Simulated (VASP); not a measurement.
Input of a VASP 6.6.1 run:

The input INCAR:

```
SYSTEM = LiF
PREC = Accurate
ENCUT = 600
EDIFF = 1E-6
ISMEAR = -1
SIGMA = 0.02
LREAL = .False.
LASPH = .True.
NELM = 100
ALGO = Normal
ISIF = 3
LWAVE = .False.
LCHARG = .False.
IBRION = 2
NSW = 80
EDIFFG = -0.005
```

File KPOINTS:

```
regular mesh
0
Gamma
  12 12 6
  0 0 0
```

File POSCAR:

```
LiF
1.0
    3.3292640346      0.0000000000      0.0000000000
   -1.6646320173      2.8832272299      0.0000000000
    0.0000000000      0.0000000000      4.0957566023
Li F
2 2
Direct
    0.3333333333      0.6666666667      0.2500000000
    0.6666666667      0.3333333333      0.7500000000
    0.6666666667      0.3333333333      0.2500000000
    0.3333333333      0.6666666667      0.7500000000
```

Potentials or basis: VASP PAW LDA potentials, release 64 (Li_sv, F).

The run is started by

```console
$ cat potpaw_LDA.64/Li_sv/POTCAR potpaw_LDA.64/F/POTCAR > POTCAR
$ mpirun -np 1 vasp_std > vasp.out
```

Question: Predict the band gap on the k mesh.

Answer: 7.89 eV.

Question: What does it give for the relaxed volume?

Answer: 8.68 Å³/atom.

The path:
```csv
step,energy change (eV),largest force (eV/Å),pressure (GPa),volume (Å³)
1,0.0000,0.0000,-6.85,39.32
2,-0.0801,0.0000,-3.91,36.97
3,-0.1092,0.0000,-0.31,34.90
4,-0.1094,0.0000,0.05,34.72
5,-0.1095,0.0000,0.05,34.72
6,-0.1097,0.0000,0.05,34.73
```

Caveat: the cutoff is under 1.25 times the usual one of these potentials, so pressure, stress and relaxed cells hold a basis-set (Pulay) error. A k mesh can miss the band edges.
